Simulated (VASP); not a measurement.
# La2SnO4 (I4mm) in VASP: single point with PBE

Aim: the single point of La2SnO4 with PBE.

All numbers are computed with VASP 6.6.1; they aren't measurements. Logs are shortened: lines on timing, memory, paths and dates and some standing lists are left out, and cuts for length are marked.

### 1 The cell of the first run

The structure is tetragonal, space group I4mm (No. 107). Conventional cell: a = 4.101 Å, b = 4.101 Å, c = 15.390 Å, α = 90.00°, β = 90.00°, γ = 90.00°. La (site symmetry 4mm) has 8 O at 2.54 to 2.55 Å within 3.4 Å. La (site symmetry 4mm) has 4 O at 2.30 Å within 3.0 Å. Within 3.0 Å of Sn (site symmetry 4mm) lie 4 O at 2.24 Å. O (site symmetry 2mm) has 2 Sn at 2.24 Å and 2 La at 2.55 Å and 5 O at 2.90 to 3.01 Å within 3.1 Å. Within 3.1 Å of O (site symmetry 2mm) lie 4 La at 2.30 to 2.54 Å and 5 O at 2.90 to 3.01 Å.

### 2 Single point, PBE (18.48 Å³/atom)

Contents of INCAR:

```
SYSTEM = La2SnO4
PREC = Accurate ; ENCUT = 520
EDIFF = 1E-6 ; ISMEAR = 0
SIGMA = 0.02 ; LREAL = .FALSE.
LASPH = .TRUE. ; NELM = 80
ALGO = Normal ; ISIF = 2
LWAVE = .FALSE. ; LCHARG = .TRUE.
GGA = PE ; LELF = .TRUE.
LVHAR = .TRUE. ; NBANDS = 39
```

Contents of KPOINTS:

```
regular mesh
0
G
  10 10 10
  0 0 0
```

Contents of POSCAR:

```
La2SnO4
1.0
   -2.0502935122      2.0502935122      7.6947883173
    2.0502935122     -2.0502935122      7.6947883173
    2.0502935122      2.0502935122     -7.6947883173
La Sn O
2 1 4
Direct
    0.3666437094      0.3666437094      0.0000000000
    0.7010818538      0.7010818538      0.0000000000
    0.0231778713      0.0231778713      0.0000000000
    0.9652026210      0.4652026210      0.5000000000
    0.4652026210      0.9652026210      0.5000000000
    0.2693456618      0.7693456618      0.5000000000
    0.7693456618      0.2693456618      0.5000000000
```

Potentials or basis: VASP PAW PBE potentials, release 64 (La, Sn_d, O).

Command:

```bash
$ cat potpaw_PBE.64/La/POTCAR potpaw_PBE.64/Sn_d/POTCAR potpaw_PBE.64/O/POTCAR > POTCAR
$ mpirun -np 1 vasp_std > vasp.out
```

OUTCAR:

```text
SYSTEM = La2SnO4
   PREC = Accurate
   ENCUT = 520
   EDIFF = 1E-6
   ISMEAR = 0
   LREAL = .FALSE.
   LASPH = .TRUE.
   NELM = 80
   ISIF = 2
   GGA = PE

 ion  position               nearest neighbor table
   1  0.367  0.367  0.000-   6 2.54   7 2.54   6 2.54   7 2.54   4 2.55   5 2.55   4 2.55   5 2.55

   2  0.701  0.701  0.000-   6 2.30   7 2.30   6 2.30   7 2.30
   3  0.023  0.023  0.000-   4 2.24   5 2.24   4 2.24   5 2.24
   4  0.965  0.465  0.500-   3 2.24   3 2.24   1 2.55   1 2.55
   5  0.465  0.965  0.500-   3 2.24   3 2.24   1 2.55   1 2.55
   6  0.269  0.769  0.500-   2 2.30   2 2.30   1 2.54   1 2.54
   7  0.769  0.269  0.500-   2 2.30   2 2.30   1 2.54   1 2.54

  LATTYP: Found a body centered tetragonal cell.
 ALAT       =     4.1005870244
 C/A-ratio  =     3.7530179321

  Lattice vectors:

 A1 = (  -2.0502935122,   2.0502935122,   7.6947883173)
 A2 = (   2.0502935122,  -2.0502935122,   7.6947883173)
 A3 = (   2.0502935122,   2.0502935122,  -7.6947883173)

Analysis of symmetry for initial positions (statically):
=====================================================================
 Subroutine PRICEL returns:
 Original cell was already a primitive cell.

 Routine SETGRP: Setting up the symmetry group for a
 body centered tetragonal supercell.

 Subroutine GETGRP returns: Found  8 space group operations
 (whereof  8 operations were pure point group operations)
 out of a pool of 16 trial point group operations.

The static configuration has the point symmetry C_4v.

Analysis of symmetry for dynamics (positions and initial velocities):
=====================================================================
 Subroutine PRICEL returns:
 Original cell was already a primitive cell.

 Routine SETGRP: Setting up the symmetry group for a
 body centered tetragonal supercell.

 Subroutine GETGRP returns: Found  8 space group operations
 (whereof  8 operations were pure point group operations)
 out of a pool of 16 trial point group operations.

The dynamic configuration has the point symmetry C_4v.

 Subroutine INISYM returns: Found  8 space group operations
 (whereof  8 operations are pure point group operations),
 and found     1 'primitive' translations

----------------------------------------------------------------------------------------

                                     Primitive cell

  volume of cell :     129.3864

  direct lattice vectors                    reciprocal lattice vectors
    -2.050293512  2.050293512  7.694788317     0.000000000  0.243867523  0.064979045
     2.050293512 -2.050293512  7.694788317     0.243867523  0.000000000  0.064979045
     2.050293512  2.050293512 -7.694788317     0.243867523  0.243867523  0.000000000

  length of vectors
     8.222966267  8.222966267  8.222966267     0.252375999  0.252375999  0.344880758

  position of ions in fractional coordinates (direct lattice)
     0.366643709  0.366643709  0.000000000
     0.701081854  0.701081854  0.000000000
     0.023177871  0.023177871  0.000000000
     0.965202621  0.465202621  0.500000000
     0.465202621  0.965202621  0.500000000
     0.269345662  0.769345662  0.500000000
     0.769345662  0.269345662  0.500000000

  ion indices of the primitive-cell ions
   primitive index   ion index
                 1           1
                 2           2
                 3           3
                 4           4
                 5           5
                 6           6
                 7           7

----------------------------------------------------------------------------------------

 KPOINTS: regular mesh

Automatic generation of k-mesh.
 Grid dimensions read from file:
 generate k-points for:   10   10   10

 Generating k-lattice:

  Cartesian coordinates                     Fractional coordinates (reciprocal lattice)
     0.000000000  0.024386752  0.006497905     0.100000000  0.000000000  0.000000000
     0.024386752  0.000000000  0.006497905     0.000000000  0.100000000  0.000000000
     0.024386752  0.024386752  0.000000000     0.000000000  0.000000000  0.100000000

  Length of vectors
     0.025237600  0.025237600  0.034488076

  Shift w.r.t. Gamma in fractional coordinates (k-lattice)
     0.000000000  0.000000000  0.000000000

 Subroutine IBZKPT returns following result:
 ===========================================

 Found    102 irreducible k-points:

 Following reciprocal coordinates:
            Coordinates               Weight
  0.000000  0.000000  0.000000      1.000000
  0.100000 -0.000000  0.000000      8.000000
  0.200000 -0.000000  0.000000      8.000000
  0.300000  0.000000  0.000000      8.000000
  0.400000 -0.000000  0.000000      8.000000
  0.500000 -0.000000  0.000000      4.000000
[... 16 lines left out ...]
  0.300000  0.300000 -0.000000      8.000000
  0.400000  0.300000 -0.000000     16.000000
 [... further k-points ...]
   k-points           NKPTS =    102   k-points in BZ     NKDIM =    102   number of bands    NBANDS=     39
   number of dos      NEDOS =    301   number of ions     NIONS =      7
   total plane-waves  NPLWV = 262144
   dimension x,y,z NGX =    64 NGY =   64 NGZ =   64
   dimension x,y,z NGXF=   128 NGYF=  128 NGZF=  128
   ions per type =               2   1   4
   NGX,Y,Z   is equivalent  to a cutoff of  12.94, 12.94, 12.94 a.u.
   NGXF,Y,Z  is equivalent  to a cutoff of  25.88, 25.88, 25.88 a.u.
 SYSTEM =  La2SnO4
   PREC   = accura    normal or accurate (medium, high low for compatibility)
   ISTART =      0    job   : 0-new  1-cont  2-samecut
   ICHARG =      2    charge: 1-file 2-atom 10-const
   ISPIN  =      1    spin polarized calculation?
   LNONCOLLINEAR =      F non collinear calculations
   LSORBIT =      F    spin-orbit coupling
   LASPH  =      T    aspherical Exc in radial PAW
   ENCUT  =  520.0 eV  38.22 Ry    6.18 a.u.  15.29 15.29 15.29*2*pi/ulx,y,z
   NELM   =     80;   NELMIN=  2; NELMDL= -5     # of ELM steps
   EDIFF  = 0.1E-05   stopping-criterion for ELM
   LREAL  =      F    real-space projection
   EDIFFG = 0.1E-04   stopping-criterion for IOM
   NSW    =      0    number of steps for IOM
   IBRION =     -1    ionic relax: 0-MD 1-quasi-New 2-CG
   NFREE  =      0    steps in history (QN), initial steepest desc. (CG)
   ISIF   =      2    stress and relaxation
   ISYM   =      2    0-nonsym 1-usesym 2-fastsym
   POTIM  = 0.5000    time-step for ionic-motion
   TEBEG  =    0.0;   TEEND  =   0.0 temperature during run
   PSTRESS=    0.0 pullay stress
   NELECT =      60.0000    total number of electrons
   NUPDOWN=      -1.0000    fix difference up-down
   EMIN   =  10.00;   EMAX   =-10.00  energy-range for DOS
   EFERMI =   0.00;   METHOD = LEGACY
   ISMEAR =     0;   SIGMA  =   0.02  broadening in eV -4-tet -1-fermi 0-gaus
   EFERMI_NEDOS =   21; number of points for ismear=-14 and -15
   IALGO  =     38    algorithm
   IMIX   =      4    mixing-type and parameters
     AMIX     =   0.40;   BMIX     =  1.00
     AMIX_MAG =   1.60;   BMIX_MAG =  1.00
  volume/ion in A,a.u.               =      18.48       124.73
  Fermi-wavevector in a.u.,A,eV,Ry     =   1.267153  2.394572 21.846552  1.605676
  Thomas-Fermi vector in A             =   2.400316
   LORBIT       =      0    0 simple, 1 ext, 2 COOP (PROOUT), +10 PAW based schemes
   GGA     = PE    functional components
   LHFCALC =     F    Hartree Fock is set to
   AEXX    =    0.0000 exact exchange contribution
   IVDW    =     0    specifies the selected vdW correction
   LEPSILON=     F    determine dielectric tensor
   LRPA    =     F    only Hartree local field effects (RPA)
 non-spin polarized calculation
 Gauss-broadening in eV      SIGMA  =   0.02
  energy-cutoff  :      520.00
  volume of cell :      129.39
 maximum number of plane-waves:      3509
 NGX is ok and might be reduce to    64
   NGX = 31   NGY = 31   NGZ = 31

 number of electron      60.0000002 magnetization

 Free energy of the ion-electron system (eV)
  ---------------------------------------------------
  ext. energy  EPLUGINS =         0.00000000
  ---------------------------------------------------
  free energy    TOTEN  =       -52.67127602 eV

  energy without entropy =      -52.67127602  energy(sigma->0) =      -52.67127602

 E-fermi :   5.5933     XC(G=0):  -9.8173

 val. band max:        5.4387896378   @ k =  -0.3000   0.4000   0.3000
 cond. band min:       7.0568019676   @ k =   0.5000   0.5000   0.5000
 fundamental gap:      1.6180123298
 Fermi energy:         5.5932725034

 k-point     1 :       0.0000    0.0000    0.0000
  band No.  band energies     occupation
      1     -25.3333      2.00000
      2     -24.7069      2.00000
      3     -15.0154      2.00000
      4     -14.8619      2.00000
      5     -14.8338      2.00000
      6     -14.8338      2.00000
[... 31 lines left out ...]
     38       9.9494      0.00000
     39      10.1364      0.00000

 k-point     2 :       0.1000   -0.0000    0.0000
  band No.  band energies     occupation
      1     -25.3276      2.00000
      2     -24.7040      2.00000
      3     -15.0095      2.00000
      4     -14.8649      2.00000
      5     -14.8336      2.00000
      6     -14.8325      2.00000
[... 31 lines left out ...]
     38       9.9583      0.00000
     39      10.1248      0.00000

 k-point     3 :       0.2000   -0.0000    0.0000
  band No.  band energies     occupation
      1     -25.3125      2.00000
      2     -24.6964      2.00000
      3     -14.9939      2.00000
      4     -14.8746      2.00000
      5     -14.8332      2.00000
      6     -14.8275      2.00000
[... 31 lines left out ...]
     38       9.9341      0.00000
     39      10.1420      0.00000

 k-point     4 :       0.3000    0.0000    0.0000
  band No.  band energies     occupation
      1     -25.2935      2.00000
      2     -24.6870      2.00000
      3     -14.9739      2.00000
      4     -14.8898      2.00000
      5     -14.8327      2.00000
      6     -14.8190      2.00000
[... 31 lines left out ...]
     38       9.8750      0.00000
     39      10.1114      0.00000
[... 754 lines left out ...]
     38       9.9006      0.00000
     39       9.9630      0.00000

 k-point    23 :       0.3000    0.3000   -0.0000
  band No.  band energies     occupation
      1     -25.2579      2.00000
      2     -24.6625      2.00000
      3     -14.9422      2.00000
      4     -14.9002      2.00000
      5     -14.8181      2.00000
      6     -14.8181      2.00000
[... 31 lines left out ...]
     38       9.9563      0.00000
     39       9.9668      0.00000

 k-point    24 :       0.4000    0.3000   -0.0000
  band No.  band energies     occupation
      1     -25.2442      2.00000
      2     -24.6531      2.00000
      3     -14.9307      2.00000
      4     -14.9101      2.00000
      5     -14.8178      2.00000
      6     -14.8059      2.00000
[... 31 lines left out ...]
     38       9.9225      0.00000
     39       9.9693      0.00000

 [... further k-points ...]

------------------------ aborting loop because EDIFF is reached ----------------------------------------

  FORCE on cell =-STRESS in cart. coord.  units (eV):
  Direction    XX          YY          ZZ          XY          YZ          ZX
  --------------------------------------------------------------------------------------
  -------------------------------------------------------------------------------------
  Total       -1.4713902     -1.4713902     -1.3860224      0.0000000      0.0000000      0.0000000
  in kB      -18.2200559    -18.2200559    -17.1629565      0.0000000      0.0000000      0.0000000
  external PRESSURE =     -17.8676895 kB  Pullay stress =       0.0000000 kB

 VOLUME and BASIS-vectors are now :
 -----------------------------------------------------------------------------
  energy-cutoff  :      520.00
  volume of cell :      129.39
      direct lattice vectors                 reciprocal lattice vectors
    -2.050293512  2.050293512  7.694788317     0.000000000  0.243867523  0.064979045
     2.050293512 -2.050293512  7.694788317     0.243867523  0.000000000  0.064979045
     2.050293512  2.050293512 -7.694788317     0.243867523  0.243867523  0.000000000

 POSITION                                       TOTAL-FORCE (eV/Angst)
 -----------------------------------------------------------------------------------
      0.00000      0.00000      5.64249         0.000000      0.000000     -0.018172
      0.00000      0.00000     10.78935        -0.000000     -0.000000      0.015805
      0.00000      0.00000      0.35670         0.000000      0.000000      0.052434
     -0.00000      2.05029      7.15927        -0.000000      0.000000     -0.027792
      2.05029     -0.00000      7.15927         0.000000     -0.000000     -0.027792
      2.05029      0.00000      4.14512         0.000000      0.000000      0.002759
      0.00000      2.05029      4.14512         0.000000      0.000000      0.002759
 -----------------------------------------------------------------------------------
    total drift:                               -0.000000     -0.000000      0.000135

  FREE ENERGIE OF THE ION-ELECTRON SYSTEM (eV)
  ---------------------------------------------------
  free  energy   TOTEN  =       -52.6712760232 eV

  energy  without entropy=      -52.6712760232  energy(sigma->0) =      -52.67127602
```

Run time: 34 min. Hardware: 1 thread of Intel Xeon Platinum 8488C (Sapphire Rapids), shared host; peak memory 0.93 GiB.

Results:

| Item | Value |
| --- | --- |
| Free energy | -52.6713 eV |
| Pressure | -1.8 GPa |
| Largest force | 0.052 eV/Å |
| Band gap on the k mesh | 1.62 eV (least direct gap 2.11 eV) |

Forces in eV/Å, atoms in the order of the input:
```
La   0.000  0.000 -0.018
La   0.000  0.000  0.016
Sn   0.000  0.000  0.052
O    0.000  0.000 -0.028
O    0.000  0.000 -0.028
O    0.000  0.000  0.003
O    0.000  0.000  0.003
```

Stress tensor (GPa, compression positive):
```
-1.82  0.00  0.00
 0.00 -1.82  0.00
 0.00  0.00 -1.72
```

Levels at points of the mesh, in eV from the valence-band top:
```
           k point  band 27  band 28  band 29  band 30  band 31  band 32  band 33  band 34
(0.00, 0.00, 0.00)    -1.34    -0.91    -0.91    -0.90     1.97     3.87     3.94     4.14
(0.50, 0.00, 0.00)    -1.63    -1.38    -1.05    -0.09     2.63     3.88     4.00     4.03
(0.50, 0.50, 0.00)    -1.02    -0.93    -0.76    -0.67     2.71     2.77     3.32     3.96
(0.50, 0.50, 0.50)    -1.36    -0.91    -0.91    -0.49     1.62     3.80     3.90     4.14
```

Caveat: spin-orbit coupling is left out, which moves the levels of the heavy elements. A k mesh can miss the band edges.
